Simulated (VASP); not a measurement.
Write the native input for VASP 6.6.1 that does the following.

```
Task                   : single point
Functional             : r2SCAN
Potentials or basis    : VASP PAW PBE potentials, release 64 (Ga_d, P)
Cutoff                 : 520 eV
k mesh                 : 8 × 8 × 8
Occupations            : gaussian, width 0.05 eV
Spin                   : no spin polarisation
Dipole correction      : no
Further INCAR settings : ALGO = Normal; EDIFF = 1e-06; NBANDS = 16
```

Crystal: GaP.

```
Ga P
1.0
     0.00000    2.72525    2.50723
     2.72525    0.00000    2.50723
     2.72525    2.72525    0.00000
Ga P
1 1
Direct
  0.00000 0.00000 0.00000
  0.75000 0.75000 0.75000
```

This cell differs from its parent crystal: strain +0.000 along x and y, -0.080 along z.

These files were run (other wordings do the same):

POSCAR

```
GaP
1.0
    0.0000000000      2.7252500000      2.5072300000
    2.7252500000      0.0000000000      2.5072300000
    2.7252500000      2.7252500000      0.0000000000
Ga P
1 1
Direct
    0.0000000000      0.0000000000      0.0000000000
    0.7500000000      0.7500000000      0.7500000000
```

INCAR.step1

```
SYSTEM = GaP
PREC = Accurate
ENCUT = 520
ISMEAR = 0
SIGMA = 0.05
LREAL = .FALSE.
LASPH = .TRUE.
NELM = 60
NBANDS = 16
GGA = PE
ALGO = Normal
EDIFF = 1E-4
LWAVE = .TRUE.
LCHARG = .FALSE.
```

INCAR.step2

```
SYSTEM = GaP
PREC = Accurate
ENCUT = 520
EDIFF = 1E-6
ISMEAR = 0
SIGMA = 0.05
LREAL = .FALSE.
LASPH = .TRUE.
NELM = 60
ALGO = Normal
ISIF = 2
LWAVE = .FALSE.
LCHARG = .TRUE.
METAGGA = R2SCAN
LMIXTAU = .TRUE.
LELF = .TRUE.
LVHAR = .TRUE.
NBANDS = 16
ISTART = 1
```

KPOINTS

```
Automatic mesh
0
G
  8 8 8
  0 0 0
```

Potentials or basis: VASP PAW PBE potentials, release 64 (Ga_d, P).

Run with:

```sh
$ cat potpaw_PBE.64/Ga_d/POTCAR potpaw_PBE.64/P/POTCAR > POTCAR
$ cp INCAR.step1 INCAR
$ mpirun -np 1 vasp_std > vasp.out
$ cp INCAR.step2 INCAR
$ mpirun -np 1 vasp_std > vasp.out
```

Results of the run:

```
Pressure               : 8.6 GPa
Band gap on the k mesh : 0.91 eV, indirect (least direct gap 2.74 eV)
```

Caveat: the cell differs from its parent crystal (strain +0.000 along x and y, -0.080 along z); the PAW data sets were made with another functional, which shifts forces and pressure a little.

Run time: 110 s on 1 thread of Intel(R) Xeon(R) Platinum 8488C (Sapphire Rapids), on a shared host, peak memory 0.18 GiB.
